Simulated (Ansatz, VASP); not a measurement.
## Au: VASP beside Ansatz

File INCAR:

```
SYSTEM = Au
  PREC = Accurate
  ENCUT = 520
  EDIFF = 1E-7
  ISMEAR = 0
  SIGMA = 0.15
  LREAL = .False.
  LASPH = .True.
  NELM = 60
  ALGO = Fast
  ISIF = 2
  LWAVE = .False.
  LCHARG = .False.
  GGA = PE
  NBANDS = 12
```

File KPOINTS:

```
Automatic mesh
0
Gamma
  24 24 24
  0 0 0
```

The input POSCAR:

```
Au
1.0
    0.0000000000      2.1414100056      2.1414100056
    2.1414100056      0.0000000000      2.1414100056
    2.1414100056      2.1414100056      0.0000000000
Au
1
Direct
    0.0000000000      0.0000000000      0.0000000000
```

Input for Ansatz:

```yaml
crystal:
  lattice:
    - [0.0, 2.1414100056, 2.1414100056]
    - [2.1414100056, 0.0, 2.1414100056]
    - [2.1414100056, 2.1414100056, 0.0]
  atoms:
    - { symbol: Au, position: [0.0, 0.0, 0.0] }
basis:
  ecutwfc: 420
kpoints:
  mp_grid: { grid: [24, 24, 24] }
hamiltonian:
  xc: pbe
scf:
  occupations: { method: gaussian, width: 0.15 }
output:
  forces: true
  stress: true
  eigenvalues: true
```

Change from the starting cell: strain +0.030 along x and y, +0.030 along z, atoms carried along.

Alike in both runs: task single point; functional PBE; k mesh 24 × 24 × 24; occupations gaussian, width 0.15 eV; no spin polarisation.

|  | VASP | Ansatz |
| --- | --- | --- |
| version | VASP 6.6.1 | Ansatz 0.2.0 |
| potentials or method | VASP PAW PBE potentials, release 64 (Au), cutoff 520 eV | scalar-relativistic, plane waves, PAW |
| valence electrons in the cell | 11 | 19 |

```csv
,VASP,Ansatz,Ansatz less VASP
gap on the k mesh at the Fermi level (eV),none,none,-
pressure (GPa),-9.7,-9.5,+0.12
```

A gap of «none» marks a metal or a gap that the smearing closes. VASP's potentials hold 11 valence electrons a cell and Ansatz's 19, so a difference there can come from the potentials and not from the codes.

Neither program's run includes spin-orbit coupling.
